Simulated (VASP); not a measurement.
Wanted: the native input for a VASP 6.6.1 run.

| Quantity | Value |
| --- | --- |
| Task | single point |
| Functional | PBE |
| Potentials or basis | VASP PAW PBE potentials, release 64 (Ni_sv_GW) |
| Cutoff | 590 eV |
| k mesh | 12 × 12 × 12 |
| Occupations | fermi-dirac, width 0.05 eV |
| Spin | collinear spin, ferromagnetic start |
| Starting moments | [0.2] μB |
| Hubbard terms | Ni d U = 6.2 eV |
| Dipole correction | no |
| Second run | valence_matched |
| Further INCAR settings | ALGO = Normal; EDIFF = 1e-06; NBANDS = 19 |

The structure of Ni lies in POSCAR:

```
Ni
1.0
    0.0000000000      1.7698700000      1.7698700000
    1.7698700000      0.0000000000      1.7698700000
    1.7698700000      1.7698700000      0.0000000000
Ni
1
Direct
    0.0000000000      0.0000000000      0.0000000000
```

One way to write it, as run:

INCAR

```
SYSTEM = Ni
ALGO = Normal ; EDIFF = 1E-6
ENCUT = 590 ; GGA = PE
GGA_COMPAT = .FALSE. ; ISIF = 2
ISMEAR = -1 ; ISPIN = 2
LASPH = .TRUE. ; LCHARG = .FALSE.
LDAU = .TRUE. ; LDAUJ = 0
LDAUL = 2 ; LDAUPRINT = 1
LDAUTYPE = 2 ; LDAUU = 6.2
LMAXMIX = 4 ; LORBIT = 11
LREAL = .FALSE. ; LWAVE = .FALSE.
MAGMOM = 0.2 ; NBANDS = 19
NELM = 200 ; PREC = Accurate
SIGMA = 0.05
```

KPOINTS

```
k-points
0
G
  12 12 12
  0 0 0
```

Potentials or basis: VASP PAW PBE potentials, release 64 (Ni_sv_GW).

Command:

```console
$ cat potpaw_PBE.64/Ni_sv_GW/POTCAR > POTCAR
$ mpirun -np 1 vasp_std > vasp.out
```

It gave:

- Pressure: -0.8 GPa
- Net moment: 0.99 μB per cell
- Site moments: Ni +1.10 μB
- Valence electrons inside the program's atomic spheres: Ni 16.39

Caveat: the U is typed as a test and isn't derived for this compound.

It took 57 s on 1 thread of Intel(R) Xeon(R) Platinum 8259CL CPU @ 2.50GHz (Skylake/Cascade Lake) (shared host), peak memory 0.16 GiB.
